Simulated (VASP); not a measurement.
A run of VASP 6.6.1 is set up as follows.

INCAR

```
PREC     = Accurate       # precision mode
ENCUT    = 520            # plane-wave cutoff, eV
EDIFF    = 1E-6           # SCF threshold, eV
ISMEAR   = 0              # smearing method
SIGMA    = 0.1            # smearing width, eV
LREAL    = F              # projectors in reciprocal space
LASPH    = T              # aspherical terms in the spheres
NELM     = 60             # most SCF steps
ALGO     = Fast           # electronic algorithm
ISIF     = 2              # what is computed and relaxed
LWAVE    = F              # write WAVECAR
LCHARG   = F              # write CHGCAR
LDIPOL   = T            
IDIPOL   = 3            
DIPOL    = 0.5 0.5 0.346
GGA      = PE             # functional
NBANDS   = 38             # bands
```

KPOINTS

```
Automatic mesh
0
Gamma
  9 9 1
```

Contents of POSCAR:

```
SiGe4
1.0
    4.0740542171      0.0000000000      0.0000000000
   -2.0370271085      3.5282344484      0.0000000000
    0.0000000000      0.0000000000     19.7403205846
Ge Si
4 1
Direct
    0.3333333333      0.6666666667      0.2026309544
    0.0000000000      0.0000000000      0.2447585800
    0.0000000000      0.0000000000      0.3792011874
    0.6666666667      0.3333333333      0.4174360061
    1.3333333333      0.5555555556      0.4876275811
```

Potentials or basis: VASP PAW PBE potentials, release 64 (Ge_d, Si).

Launch:

```console
$ cat potpaw_PBE.64/Ge_d/POTCAR potpaw_PBE.64/Si/POTCAR > POTCAR
$ mpirun -np 1 vasp_std > vasp.out
```

(1) Predict the largest force.

(2) Predict the band gap on the k mesh.

## Answers

(1) 1.216 eV/Å.

(2) zero (filled and empty bands overlap).
